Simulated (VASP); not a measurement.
# ScSbTe4 (F-43m) in VASP: notebook

The runs below take ScSbTe4 through single point, relaxation of cell and atoms, with PBE.

Everything below comes from runs of VASP 6.6.1. Logs are shortened: lines on timing, memory, paths and dates and some standing lists are left out, and cuts for length are marked.

## 1. The cell of the first run

Symmetry: F-43m, No. 216, cubic system. Conventional cell: a = 8.782 Å, b = 8.782 Å, c = 8.782 Å, α = 90.00°, β = 90.00°, γ = 90.00°. Sc (site symmetry -43m) has 12 Te at 3.64 Å and 4 Sb at 3.80 Å within 4.8 Å. Sb (site symmetry -43m) has 12 Te at 3.64 Å and 4 Sc at 3.80 Å within 4.8 Å. Te (site symmetry 3m) has 6 Te at 3.08 to 3.13 Å and 3 Sb at 3.64 Å and 3 Sc at 3.64 Å within 4.1 Å.

## 2. Single point, PBE

The input, INCAR:

```
SYSTEM = ScSbTe4
ALGO = Normal
EDIFF = 1E-6
ENCUT = 520
GGA = PE
ISIF = 2
ISMEAR = 0
LASPH = .TRUE.
LCHARG = .FALSE.
LREAL = .FALSE.
LWAVE = .FALSE.
NBANDS = 29
NELM = 60
PREC = Accurate
SIGMA = 0.1
```

The input, KPOINTS:

```
k-points
0
G
  4 4 4
  0 0 0
```

The input, POSCAR:

```
ScSbTe4
1.0
    0.0000000000      4.3912005800      4.3912005800
    4.3912005800      0.0000000000      4.3912005800
    4.3912005800      4.3912005800      0.0000000000
Sc Sb Te
1 1 4
Direct
    0.7500000000      0.7500000000      0.7500000000
    0.0000000000      0.0000000000      0.0000000000
    0.3741246300      0.8776261200      0.3741246300
    0.3741246300      0.3741246300      0.8776261200
    0.8776261200      0.3741246300      0.3741246300
    0.3741246300      0.3741246300      0.3741246300
```

Potentials or basis: VASP PAW PBE potentials, release 64 (Sc_sv, Sb, Te).

On the command line:

```sh
cat potpaw_PBE.64/Sc_sv/POTCAR potpaw_PBE.64/Sb/POTCAR potpaw_PBE.64/Te/POTCAR > POTCAR
mpirun -np 1 vasp_std > vasp.out
```

OUTCAR:

```text
SYSTEM = ScSbTe4
   EDIFF = 1E-6
   ENCUT = 520
   GGA = PE
   ISIF = 2
   ISMEAR = 0
   LASPH = .TRUE.
   LREAL = .FALSE.
   NELM = 60
   PREC = Accurate

 ion  position               nearest neighbor table
   1  0.750  0.750  0.750-
   2  0.000  0.000  0.000-   3 3.64   5 3.64   4 3.64   5 3.64   3 3.64   4 3.64   6 3.64   6 3.64
                             6 3.64   3 3.64   4 3.64   5 3.64
   3  0.374  0.878  0.374-   4 3.08   5 3.08   6 3.08   5 3.13   4 3.13   6 3.13   2 3.64   2 3.64
                             2 3.64
   4  0.374  0.374  0.878-   3 3.08   5 3.08   6 3.08   3 3.13   5 3.13   6 3.13   2 3.64   2 3.64
                             2 3.64
   5  0.878  0.374  0.374-   3 3.08   4 3.08   6 3.08   3 3.13   4 3.13   6 3.13   2 3.64   2 3.64
                             2 3.64
   6  0.374  0.374  0.374-   3 3.08   4 3.08   5 3.08   5 3.13   3 3.13   4 3.13   2 3.64   2 3.64
                             2 3.64

  LATTYP: Found a face centered cubic cell.
 ALAT       =     8.7824011600

  Lattice vectors:

 A1 = (   0.0000000000,   4.3912005800,   4.3912005800)
 A2 = (   4.3912005800,   0.0000000000,   4.3912005800)
 A3 = (   4.3912005800,   4.3912005800,   0.0000000000)

Analysis of symmetry for initial positions (statically):
=====================================================================
 Subroutine PRICEL returns:
 Original cell was already a primitive cell.

 Routine SETGRP: Setting up the symmetry group for a
 face centered cubic supercell.

 Subroutine GETGRP returns: Found 24 space group operations
 (whereof 24 operations were pure point group operations)
 out of a pool of 48 trial point group operations.

The static configuration has the point symmetry T_d .

Analysis of symmetry for dynamics (positions and initial velocities):
=====================================================================
 Subroutine PRICEL returns:
 Original cell was already a primitive cell.

 Routine SETGRP: Setting up the symmetry group for a
 face centered cubic supercell.

 Subroutine GETGRP returns: Found 24 space group operations
 (whereof 24 operations were pure point group operations)
 out of a pool of 48 trial point group operations.

The dynamic configuration has the point symmetry T_d .

 Subroutine INISYM returns: Found 24 space group operations
 (whereof 24 operations are pure point group operations),
 and found     1 'primitive' translations

[... 85 lines left out ...]
   EDIFF  = 0.1E-05   stopping-criterion for ELM
   LREAL  =      F    real-space projection
   EDIFFG = 0.1E-04   stopping-criterion for IOM
   NSW    =      0    number of steps for IOM
   IBRION =     -1    ionic relax: 0-MD 1-quasi-New 2-CG
   NFREE  =      0    steps in history (QN), initial steepest desc. (CG)
   ISIF   =      2    stress and relaxation
   ISYM   =      2    0-nonsym 1-usesym 2-fastsym
   POTIM  = 0.5000    time-step for ionic-motion
   TEBEG  =    0.0;   TEEND  =   0.0 temperature during run
   PSTRESS=    0.0 pullay stress
   NELECT =      40.0000    total number of electrons
   NUPDOWN=      -1.0000    fix difference up-down
   EMIN   =  10.00;   EMAX   =-10.00  energy-range for DOS
   EFERMI =   0.00;   METHOD = LEGACY
   ISMEAR =     0;   SIGMA  =   0.10  broadening in eV -4-tet -1-fermi 0-gaus
   EFERMI_NEDOS =   21; number of points for ismear=-14 and -15
   IALGO  =     38    algorithm
   IMIX   =      4    mixing-type and parameters
     AMIX     =   0.40;   BMIX     =  1.00
     AMIX_MAG =   1.60;   BMIX_MAG =  1.00
  volume/ion in A,a.u.               =      28.22       190.47
  Fermi-wavevector in a.u.,A,eV,Ry     =   1.011971  1.912349 13.933536  1.024086
  Thomas-Fermi vector in A             =   2.145053
   LORBIT       =      0    0 simple, 1 ext, 2 COOP (PROOUT), +10 PAW based schemes
   GGA     = PE    functional components
   LHFCALC =     F    Hartree Fock is set to
   AEXX    =    0.0000 exact exchange contribution
   IVDW    =     0    specifies the selected vdW correction
   LEPSILON=     F    determine dielectric tensor
   LRPA    =     F    only Hartree local field effects (RPA)
 non-spin polarized calculation
 Gauss-broadening in eV      SIGMA  =   0.10
  energy-cutoff  :      520.00
  volume of cell :      169.35
 maximum number of plane-waves:      4584
 NGX is ok and might be reduce to    48
   NGX = 23   NGY = 23   NGZ = 23

 number of electron      39.9999998 magnetization

 Free energy of the ion-electron system (eV)
  ---------------------------------------------------
  ext. energy  EPLUGINS =         0.00000000
  ---------------------------------------------------
  free energy    TOTEN  =       -20.36415787 eV

  energy without entropy =      -20.29967725  energy(sigma->0) =      -20.33191756

 E-fermi :   7.5830     XC(G=0):  -9.9026

 val. band max:        7.5710851492   @ k =  -0.2500   0.2500   0.0000
 cond. band min:       7.6026898671   @ k =   0.5000   0.2500   0.0000
 fundamental gap:      0.0316047179
 Fermi energy:         7.5829737619

 k-point     1 :       0.0000    0.0000    0.0000
  band No.  band energies     occupation
      1     -43.4664      2.00000
      2     -22.0581      2.00000
      3     -22.0581      2.00000
      4     -22.0581      2.00000
      5      -6.9056      2.00000
      6      -2.9968      2.00000
[... 245 lines left out ...]
     28       8.9261      0.00000
     29       9.2484      0.00000

------------------------ aborting loop because EDIFF is reached ----------------------------------------

  FORCE on cell =-STRESS in cart. coord.  units (eV):
  Direction    XX          YY          ZZ          XY          YZ          ZX
  --------------------------------------------------------------------------------------
  -------------------------------------------------------------------------------------
  Total        3.1566286      3.1566286      3.1566286      0.0000000     -0.0000000      0.0000000
  in kB       29.8644310     29.8644310     29.8644310      0.0000000     -0.0000000      0.0000000
  external PRESSURE =      29.8644310 kB  Pullay stress =       0.0000000 kB

 VOLUME and BASIS-vectors are now :
 -----------------------------------------------------------------------------
  energy-cutoff  :      520.00
  volume of cell :      169.35
      direct lattice vectors                 reciprocal lattice vectors
     0.000000000  4.391200580  4.391200580    -0.113864077  0.113864077  0.113864077
     4.391200580  0.000000000  4.391200580     0.113864077 -0.113864077  0.113864077
     4.391200580  4.391200580  0.000000000     0.113864077  0.113864077 -0.113864077

 POSITION                                       TOTAL-FORCE (eV/Angst)
 -----------------------------------------------------------------------------------
      6.58680      6.58680      6.58680         0.000000      0.000000      0.000000
      0.00000      0.00000      0.00000         0.000000      0.000000      0.000000
      5.49669      3.28571      5.49669        -0.194476      0.194476     -0.194476
      5.49669      5.49669      3.28571        -0.194476     -0.194476      0.194476
      3.28571      5.49669      5.49669         0.194476     -0.194476     -0.194476
      3.28571      3.28571      3.28571         0.194476      0.194476      0.194476
 -----------------------------------------------------------------------------------
    total drift:                               -0.000026     -0.000026     -0.000026

  FREE ENERGIE OF THE ION-ELECTRON SYSTEM (eV)
  ---------------------------------------------------
  free  energy   TOTEN  =       -20.3641578698 eV

  energy  without entropy=      -20.2996772465  energy(sigma->0) =      -20.33191756
```

stdout:

```text
POSCAR found type information on POSCAR ScSbTe
 POSCAR found :  3 types and       6 ions
 scaLAPACK will be used
 LDA part: xc-table for (Slater+PW92), standard interpolation
 POSCAR, INCAR and KPOINTS ok, starting setup
 FFT: planning ... GRIDC
 FFT: planning ... GRID_SOFT
 FFT: planning ... GRID
 WAVECAR not read
 entering main loop
```

Wall time 65 s (1 thread of Oxide Virtual Turin-like, shared host); peak memory 0.3 GiB.

What came out:

| Property | Result |
| --- | --- |
| Free energy | -20.3642 eV |
| Pressure | 3.0 GPa |
| Largest force | 0.337 eV/Å |
| Band gap on the k mesh | zero (band 20 reaches 8.62 eV, above the bottom of band 21 at 7.34 eV) |

Forces in eV/Å, atoms in the order of the input:
```
Sc   0.000  0.000  0.000
Sb   0.000  0.000  0.000
Te  -0.194  0.194 -0.194
Te  -0.194 -0.194  0.194
Te   0.194 -0.194 -0.194
Te   0.194  0.194  0.194
```

Caveat: spin-orbit coupling is left out, which moves the levels of the heavy elements.

## 3. Single point, PBE

This run uses another cell than the first one, of 29.37 Å³/atom, 1.041 times its volume.

The input, INCAR:

```
SYSTEM = ScSbTe4
  PREC = Accurate
  ENCUT = 520
  EDIFF = 1E-6
  ISMEAR = 0
  SIGMA = 0.1
  LREAL = .FALSE.
  LASPH = .TRUE.
  NELM = 60
  ALGO = Normal
  ISIF = 2
  LWAVE = .FALSE.
  LCHARG = .TRUE.
  GGA = PE
  LELF = .TRUE.
  LVHAR = .TRUE.
  NBANDS = 29
```

The input, KPOINTS:

```
regular mesh
0
G
  8 8 8
  0 0 0
```

The input, POSCAR:

```
ScSbTe4
1.0
    0.0000000000      4.4499789119      4.4499789119
    4.4499789119      0.0000000000      4.4499789119
    4.4499789119      4.4499789119      0.0000000000
Sc Sb Te
1 1 4
Direct
    0.7500000000      0.7500000000      0.7500000000
    0.0000000000      0.0000000000      0.0000000000
    0.3752000494      0.8743998517      0.3752000494
    0.3752000494      0.3752000494      0.8743998517
    0.8743998517      0.3752000494      0.3752000494
    0.3752000494      0.3752000494      0.3752000494
```

Potentials or basis: VASP PAW PBE potentials, release 64 (Sc_sv, Sb, Te).

On the command line:

```sh
cat potpaw_PBE.64/Sc_sv/POTCAR potpaw_PBE.64/Sb/POTCAR potpaw_PBE.64/Te/POTCAR > POTCAR
mpirun -np 1 vasp_std > vasp.out
```

Run time: 5.5 min. Hardware: 1 thread of Oxide Virtual Turin-like, shared host; peak memory 0.38 GiB.

It converged, with:

- Free energy: -20.8709 eV
- Pressure: 0.0 GPa
- Band gap on the k mesh: zero (band 20 reaches 8.03 eV, above the bottom of band 21 at 6.87 eV)

Levels at points of the mesh, in eV from the Fermi level:
| k point | band 17 | band 18 | band 19 | band 20 | band 21 | band 22 | band 23 | band 24 |
| --- | --- | --- | --- | --- | --- | --- | --- | --- |
| (0.00, 0.00, 0.00) | -1.25 | -1.25 | 0.23 | 0.90 | 0.90 | 0.90 | 1.10 | 1.10 |
| (0.50, 0.00, 0.00) | -2.33 | -2.33 | -0.61 | 0.25 | 0.25 | 0.54 | 0.88 | 0.88 |
| (0.50, 0.50, 0.00) | -2.33 | -2.04 | -2.02 | -0.37 | -0.26 | -0.26 | 0.75 | 1.04 |

Caveat: spin-orbit coupling is left out, which moves the levels of the heavy elements.

## 4. Relaxation of cell and atoms, PBE

The input, INCAR:

```
SYSTEM = ScSbTe4
ALGO = Normal
EDIFF = 1E-7
EDIFFG = -0.01
ENCUT = 600
GGA = PE
IBRION = 2
ISIF = 3
ISMEAR = 0
LASPH = .TRUE.
LCHARG = .FALSE.
LREAL = .FALSE.
LWAVE = .FALSE.
NELM = 80
NSW = 100
PREC = Accurate
SIGMA = 0.1
```

The input, KPOINTS:

```
k-points
0
G
  8 8 8
  0 0 0
```

The input, POSCAR:

```
ScSbTe4
1.0
    0.0000000000      4.3912005800      4.3912005800
    4.3912005800      0.0000000000      4.3912005800
    4.3912005800      4.3912005800      0.0000000000
Sc Sb Te
1 1 4
Direct
    0.7500000000      0.7500000000      0.7500000000
    0.0000000000      0.0000000000      0.0000000000
    0.3741246300      0.8776261200      0.3741246300
    0.3741246300      0.3741246300      0.8776261200
    0.8776261200      0.3741246300      0.3741246300
    0.3741246300      0.3741246300      0.3741246300
```

On the command line:

```sh
cat potpaw_PBE.64/Sc_sv/POTCAR potpaw_PBE.64/Sb/POTCAR potpaw_PBE.64/Te/POTCAR > POTCAR
mpirun -np 1 vasp_std > vasp.out
```

Run time: 20 min. Hardware: 1 thread of Oxide Virtual Turin-like, shared host; peak memory 0.45 GiB.

It converged, with:

```
Free energy                            : -20.8704 eV
Relaxed volume                         : 29.34 Å³/atom
Relaxed cell                           : a = 6.291 Å, b = 6.291 Å, c = 6.291 Å, α = 60.00°, β = 60.00°, γ = 60.00°
Space group after relaxing (to 0.05 Å) : F-43m (No. 216)
Energy gained by relaxing              : 8.8 meV/atom
Ionic steps                            : 5
Pressure after relaxing                : 0.0 GPa
Band gap on the k mesh                 : zero (band 20 reaches 8.04 eV, above the bottom of band 21 at 6.89 eV)
```

The path:
| step | energy change (eV) | largest force (eV/Å) | pressure (GPa) | volume (Å³) |
| --- | --- | --- | --- | --- |
| 1 | 0.0000 | 0.2930 | 2.15 | 169.35 |
| 2 | -0.0462 | 0.0333 | -0.75 | 178.81 |
| 3 | -0.0517 | 0.0885 | -0.09 | 176.39 |
| 4 | -0.0527 | 0.0242 | -0.01 | 176.13 |
| 5 | -0.0528 | 0.0015 | 0.01 | 176.04 |

Final structure:
```yaml
crystal:
  lattice:
    - [0.00000, 4.44832, 4.44832]
    - [4.44832, 0.00000, 4.44832]
    - [4.44832, 4.44832, 0.00000]
  atoms:
    - { symbol: Sc, position: [0.75000, 0.75000, 0.75000] }
    - { symbol: Sb, position: [0.00000, 0.00000, 0.00000] }
    - { symbol: Te, position: [0.37519, 0.87442, 0.37519] }
    - { symbol: Te, position: [0.37519, 0.37519, 0.87442] }
    - { symbol: Te, position: [0.87442, 0.37519, 0.37519] }
    - { symbol: Te, position: [0.37519, 0.37519, 0.37519] }
```

Levels at points of the mesh, in eV from the Fermi level:
```tsv
k point	band 18	band 19	band 20	band 21	band 22	band 23
(0.00, 0.00, 0.00)	-1.25	0.23	0.90	0.90	0.90	1.10
(0.50, 0.00, 0.00)	-2.34	-0.61	0.25	0.25	0.54	0.88
(0.50, 0.50, 0.00)	-2.04	-2.02	-0.38	-0.26	-0.26	0.76
```

Caveat: spin-orbit coupling is left out, which moves the levels of the heavy elements.

## 5. Overview

```tsv
task	cell	k mesh	cutoff (eV)	gap on the mesh (eV)	pressure (GPa)
single point	a = 6.210 Å, angles 60.0°, 6 atoms	4 × 4 × 4	520	none	3.0
single point	a = 6.293 Å, angles 60.0°, 6 atoms	8 × 8 × 8	520	none	0.0
relaxation of cell and atoms	relaxed from a = 6.210 Å, angles 60.0°, 6 atoms	8 × 8 × 8	600	none	0.0
```

Alike in all rows: level PBE; potentials or basis VASP PAW PBE potentials, release 64 (Sc_sv, Sb, Te); no spin polarisation; smearing gaussian 0.1 eV.

Caveats: spin-orbit coupling is left out, which moves the levels of the heavy elements.

Total energies depend on the potentials used, so only differences within one code and one set of settings carry meaning.
